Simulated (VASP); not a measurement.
# LiBr (Fm-3m) in VASP: single point with PBE

Aim: the single point of LiBr with PBE.

All numbers are computed with VASP 6.6.1; they aren't measurements. Logs are shortened: lines on timing, memory, paths and dates and some standing lists are left out, and cuts for length are marked.

### Step 1. The cell of the first run

It takes space group Fm-3m (No. 225, cubic). Conventional cell: a = 5.514 Å, b = 5.514 Å, c = 5.514 Å, α = 90.00°, β = 90.00°, γ = 90.00°. Li (site symmetry m-3m) has 6 Br at 2.76 Å within 3.6 Å. Br (site symmetry m-3m) has 6 Li at 2.76 Å within 3.6 Å.

### Step 2. Single point, PBE

Input file INCAR:

```
PREC     = Accurate       # precision mode
ENCUT    = 750            # plane-wave cutoff, eV
EDIFF    = 1E-6           # SCF threshold, eV
ISMEAR   = 1              # smearing method
SIGMA    = 0.0759         # smearing width, eV
LREAL    = F              # projectors in reciprocal space
LASPH    = T              # aspherical terms in the spheres
NELM     = 120            # most SCF steps
ALGO     = Normal         # electronic algorithm
ISIF     = 2              # what is computed and relaxed
LWAVE    = F              # write WAVECAR
LCHARG   = F              # write CHGCAR
GGA      = PE             # functional
NBANDS   = 12             # bands
GGA_COMPAT= F
```

Input file KPOINTS:

```
regular mesh
0
Gamma
  8 8 8
```

Input file POSCAR:

```
LiBr
1.0
    0.0000000000      2.7569270000      2.7569270000
    2.7569270000      0.0000000000      2.7569270000
    2.7569270000      2.7569270000      0.0000000000
Li Br
1 1
Direct
    0.0000000000      0.0000000000      0.0000000000
    0.5000000000      0.5000000000      0.5000000000
```

Potentials or basis: VASP PAW PBE potentials, release 64 (Li_sv, Br).

On the command line:

```sh
$ cat potpaw_PBE.64/Li_sv/POTCAR potpaw_PBE.64/Br/POTCAR > POTCAR
$ mpirun -np 1 vasp_std > vasp.out
```

OUTCAR:

```text
PREC = Accurate
   ENCUT = 750
   EDIFF = 1E-6
   ISMEAR = 1
   LREAL = F
   LASPH = T
   NELM = 120
   ISIF = 2
   GGA = PE

 ion  position               nearest neighbor table
   1  0.000  0.000  0.000-
   2  0.500  0.500  0.500-

  LATTYP: Found a face centered cubic cell.
 ALAT       =     5.5138540000

  Lattice vectors:

 A1 = (   0.0000000000,   2.7569270000,   2.7569270000)
 A2 = (   2.7569270000,   0.0000000000,   2.7569270000)
 A3 = (   2.7569270000,   2.7569270000,   0.0000000000)

Analysis of symmetry for initial positions (statically):
=====================================================================
 Subroutine PRICEL returns:
 Original cell was already a primitive cell.

 Routine SETGRP: Setting up the symmetry group for a
 face centered cubic supercell.

 Subroutine GETGRP returns: Found 48 space group operations
 (whereof 48 operations were pure point group operations)
 out of a pool of 48 trial point group operations.

The static configuration has the point symmetry O_h .

Analysis of symmetry for dynamics (positions and initial velocities):
=====================================================================
 Subroutine PRICEL returns:
 Original cell was already a primitive cell.

 Routine SETGRP: Setting up the symmetry group for a
 face centered cubic supercell.

 Subroutine GETGRP returns: Found 48 space group operations
 (whereof 48 operations were pure point group operations)
 out of a pool of 48 trial point group operations.

The dynamic configuration has the point symmetry O_h .

 Subroutine INISYM returns: Found 48 space group operations
 (whereof 48 operations are pure point group operations),
 and found     1 'primitive' translations

----------------------------------------------------------------------------------------

                                     Primitive cell

  volume of cell :      41.9089

  direct lattice vectors                    reciprocal lattice vectors
     0.000000000  2.756927000  2.756927000    -0.181361349  0.181361349  0.181361349
     2.756927000  0.000000000  2.756927000     0.181361349 -0.181361349  0.181361349
     2.756927000  2.756927000  0.000000000     0.181361349  0.181361349 -0.181361349

  length of vectors
     3.898883554  3.898883554  3.898883554     0.314127071  0.314127071  0.314127071

  position of ions in fractional coordinates (direct lattice)
     0.000000000  0.000000000  0.000000000
     0.500000000  0.500000000  0.500000000

  ion indices of the primitive-cell ions
   primitive index   ion index
                 1           1
                 2           2

----------------------------------------------------------------------------------------

 KPOINTS: regular mesh

Automatic generation of k-mesh.
 Grid dimensions read from file:
 generate k-points for:    8    8    8

 Generating k-lattice:

  Cartesian coordinates                     Fractional coordinates (reciprocal lattice)
    -0.022670169  0.022670169  0.022670169     0.125000000  0.000000000  0.000000000
     0.022670169 -0.022670169  0.022670169     0.000000000  0.125000000  0.000000000
     0.022670169  0.022670169 -0.022670169     0.000000000  0.000000000  0.125000000

  Length of vectors
     0.039265884  0.039265884  0.039265884

  Shift w.r.t. Gamma in fractional coordinates (k-lattice)
     0.000000000  0.000000000  0.000000000

 Subroutine IBZKPT returns following result:
 ===========================================

 Found     29 irreducible k-points:

 Following reciprocal coordinates:
            Coordinates               Weight
  0.000000  0.000000  0.000000      1.000000
  0.125000  0.000000  0.000000      8.000000
  0.250000  0.000000  0.000000      8.000000
  0.375000  0.000000  0.000000      8.000000
  0.500000  0.000000  0.000000      4.000000
  0.125000  0.125000  0.000000      6.000000
[... 16 lines left out ...]
  0.500000  0.250000  0.125000     48.000000
 -0.375000  0.250000  0.125000     24.000000
 [... further k-points ...]
   k-points           NKPTS =     29   k-points in BZ     NKDIM =     29   number of bands    NBANDS=     12
   number of dos      NEDOS =    301   number of ions     NIONS =      2
   total plane-waves  NPLWV =  46656
   dimension x,y,z NGX =    36 NGY =   36 NGZ =   36
   dimension x,y,z NGXF=    72 NGYF=   72 NGZF=   72
   ions per type =               1   1
   NGX,Y,Z   is equivalent  to a cutoff of  15.35, 15.35, 15.35 a.u.
   NGXF,Y,Z  is equivalent  to a cutoff of  30.70, 30.70, 30.70 a.u.
 SYSTEM =  unknown system
   PREC   = accura    normal or accurate (medium, high low for compatibility)
   ISTART =      0    job   : 0-new  1-cont  2-samecut
   ICHARG =      2    charge: 1-file 2-atom 10-const
   ISPIN  =      1    spin polarized calculation?
   LNONCOLLINEAR =      F non collinear calculations
   LSORBIT =      F    spin-orbit coupling
   LASPH  =      T    aspherical Exc in radial PAW
   ENCUT  =  750.0 eV  55.12 Ry    7.42 a.u.   8.71  8.71  8.71*2*pi/ulx,y,z
   NELM   =    120;   NELMIN=  2; NELMDL= -5     # of ELM steps
   EDIFF  = 0.1E-05   stopping-criterion for ELM
   LREAL  =      F    real-space projection
   EDIFFG = 0.1E-04   stopping-criterion for IOM
   NSW    =      0    number of steps for IOM
   IBRION =     -1    ionic relax: 0-MD 1-quasi-New 2-CG
   NFREE  =      0    steps in history (QN), initial steepest desc. (CG)
   ISIF   =      2    stress and relaxation
   ISYM   =      2    0-nonsym 1-usesym 2-fastsym
   POTIM  = 0.5000    time-step for ionic-motion
   TEBEG  =    0.0;   TEEND  =   0.0 temperature during run
   PSTRESS=    0.0 pullay stress
   NELECT =      10.0000    total number of electrons
   NUPDOWN=      -1.0000    fix difference up-down
   EMIN   =  10.00;   EMAX   =-10.00  energy-range for DOS
   EFERMI =   0.00;   METHOD = LEGACY
   ISMEAR =     1;   SIGMA  =   0.08  broadening in eV -4-tet -1-fermi 0-gaus
   EFERMI_NEDOS =   21; number of points for ismear=-14 and -15
   IALGO  =     38    algorithm
   IMIX   =      4    mixing-type and parameters
     AMIX     =   0.40;   BMIX     =  1.00
     AMIX_MAG =   1.60;   BMIX_MAG =  1.00
  volume/ion in A,a.u.               =      20.95       141.41
  Fermi-wavevector in a.u.,A,eV,Ry     =   1.015406  1.918838 14.028268  1.031049
  Thomas-Fermi vector in A             =   2.148690
   LORBIT       =      0    0 simple, 1 ext, 2 COOP (PROOUT), +10 PAW based schemes
   GGA     = PE    functional components
   LHFCALC =     F    Hartree Fock is set to
   AEXX    =    0.0000 exact exchange contribution
   IVDW    =     0    specifies the selected vdW correction
   LEPSILON=     F    determine dielectric tensor
   LRPA    =     F    only Hartree local field effects (RPA)
 non-spin polarized calculation
 Methfessel and Paxton  Order N= 1 SIGMA  =   0.08
  energy-cutoff  :      750.00
  volume of cell :       41.91
 maximum number of plane-waves:      1972
   NGX = 17   NGY = 17   NGZ = 17

 number of electron      10.0000001 magnetization

 Free energy of the ion-electron system (eV)
  ---------------------------------------------------
  ext. energy  EPLUGINS =         0.00000000
  ---------------------------------------------------
  free energy    TOTEN  =        -6.64125951 eV

  energy without entropy =       -6.64166564  energy(sigma->0) =       -6.64139489

 E-fermi :   0.3092     XC(G=0):  -8.3971

 val. band max:        0.2631375032   @ k =   0.0000   0.0000   0.0000
 cond. band min:       5.1755705440   @ k =   0.0000   0.0000   0.0000
 fundamental gap:      4.9124330408
 Fermi energy:         0.3091703367

 k-point     1 :       0.0000    0.0000    0.0000
  band No.  band energies     occupation
      1     -44.1449      2.00000
      2     -13.1458      2.00000
      3       0.2631      1.84582
      4       0.2631      1.84581
      5       0.2631      1.84581
      6       5.1756      0.00000
      7      10.7583      0.00000
      8      10.7583      0.00000
      9      10.7583      0.00000
     10      12.4732      0.00000
     11      12.4732      0.00000
     12      12.4732      0.00000

 k-point     2 :       0.1250    0.0000    0.0000
  band No.  band energies     occupation
      1     -44.1448      2.00000
      2     -13.0836      2.00000
      3      -0.3149      2.00000
      4       0.2215      2.06930
      5       0.2215      2.06930
      6       5.6995      0.00000
      7      10.0153      0.00000
      8      10.5722      0.00000
      9      10.5722      0.00000
     10      11.6602      0.00000
     11      11.6602      0.00000
     12      12.8428      0.00000

 k-point     3 :       0.2500    0.0000    0.0000
  band No.  band energies     occupation
      1     -44.1444      2.00000
      2     -12.9261      2.00000
      3      -1.3932      2.00000
      4       0.1266      2.00350
      5       0.1266      2.00350
      6       6.2131      0.00000
      7       9.4501      0.00000
      8       9.4501      0.00000
      9       9.9694      0.00000
     10      12.5929      0.00000
     11      12.5929      0.00000
     12      13.2141      0.00000

 k-point     4 :       0.3750    0.0000    0.0000
  band No.  band energies     occupation
      1     -44.1441      2.00000
      2     -12.7570      2.00000
      3      -2.2596      2.00000
      4       0.0391      2.00001
      5       0.0391      2.00001
      6       6.0324      0.00000
      7       8.6440      0.00000
      8       8.6440      0.00000
      9      11.1904      0.00000
     10      13.6951      0.00000
     11      14.3362      0.00000
     12      14.3362      0.00000

 k-point     5 :       0.5000    0.0000    0.0000
  band No.  band energies     occupation
      1     -44.1439      2.00000
      2     -12.6831      2.00000
      3      -2.5841      2.00000
      4       0.0048      2.00000
      5       0.0048      2.00000
      6       5.8848      0.00000
      7       8.3671      0.00000
      8       8.3671      0.00000
      9      11.9482      0.00000
     10      14.2674      0.00000
     11      15.9727      0.00000
     12      15.9727      0.00000
[... 228 lines left out ...]
      1     -44.1436      2.00000
      2     -12.4967      2.00000
      3      -2.5825      2.00000
      4      -0.8592      2.00000
      5      -0.8592      2.00000
      6       6.4995      0.00000
      7       7.3887      0.00000
      8      11.8297      0.00000
      9      12.6533      0.00000
     10      12.6533      0.00000
     11      15.9585      0.00000
     12      17.6945      0.00000

 k-point    22 :       0.3750    0.2500    0.1250
  band No.  band energies     occupation
      1     -44.1442      2.00000
      2     -12.7997      2.00000
      3      -1.5927      2.00000
      4      -0.6195      2.00000
      5      -0.0815      2.00000
      6       7.4353      0.00000
      7       8.4104      0.00000
      8       8.8652      0.00000
      9      10.4334      0.00000
     10      11.7826      0.00000
     11      14.9510      0.00000
     12      15.1995      0.00000

 k-point    23 :       0.5000    0.2500    0.1250
  band No.  band energies     occupation
      1     -44.1439      2.00000
      2     -12.6564      2.00000
      3      -2.0900      2.00000
      4      -0.9649      2.00000
      5      -0.2433      2.00000
      6       7.4490      0.00000
      7       8.1761      0.00000
      8       9.3887      0.00000
      9      10.2808      0.00000
     10      12.9065      0.00000
     11      15.6375      0.00000
     12      16.0188      0.00000

 k-point    24 :      -0.3750    0.2500    0.1250
  band No.  band energies     occupation
      1     -44.1438      2.00000
      2     -12.5943      2.00000
      3      -2.3043      2.00000
      4      -1.0597      2.00000
      5      -0.3359      2.00000
      6       7.3081      0.00000
      7       8.1338      0.00000
      8       9.4599      0.00000
      9      10.8957      0.00000
     10      13.7899      0.00000
     11      14.1787      0.00000
     12      16.7883      0.00000

 [... further k-points ...]
[... 5 lines left out ...]
  --------------------------------------------------------------------------------------
  -------------------------------------------------------------------------------------
  Total       -0.0234376     -0.0234376     -0.0234376      0.0000000      0.0000000     -0.0000000
  in kB       -0.8960191     -0.8960191     -0.8960191      0.0000000      0.0000000     -0.0000000
  external PRESSURE =      -0.8960191 kB  Pullay stress =       0.0000000 kB

 VOLUME and BASIS-vectors are now :
 -----------------------------------------------------------------------------
  energy-cutoff  :      750.00
  volume of cell :       41.91
      direct lattice vectors                 reciprocal lattice vectors
     0.000000000  2.756927000  2.756927000    -0.181361349  0.181361349  0.181361349
     2.756927000  0.000000000  2.756927000     0.181361349 -0.181361349  0.181361349
     2.756927000  2.756927000  0.000000000     0.181361349  0.181361349 -0.181361349

 POSITION                                       TOTAL-FORCE (eV/Angst)
 -----------------------------------------------------------------------------------
      0.00000      0.00000      0.00000        -0.000000      0.000000     -0.000000
      2.75693      2.75693      2.75693         0.000000     -0.000000      0.000000
 -----------------------------------------------------------------------------------
    total drift:                                0.000000      0.000000      0.000000

  FREE ENERGIE OF THE ION-ELECTRON SYSTEM (eV)
  ---------------------------------------------------
  free  energy   TOTEN  =        -6.6412595085 eV

  energy  without entropy=       -6.6416656389  energy(sigma->0) =       -6.64139489
```

Wall time 12 s (1 thread of Intel Xeon 6975P-C (Granite Rapids), shared host); peak memory 0.21 GiB.

What came out:

```yaml
Free_energy: -6.6413 eV
Pressure: -0.1 GPa
Band_gap_on_the_k_mesh: 4.91 eV, direct
```

Expect the measured gap to be larger: semilocal functionals such as PBE lack the derivative discontinuity.
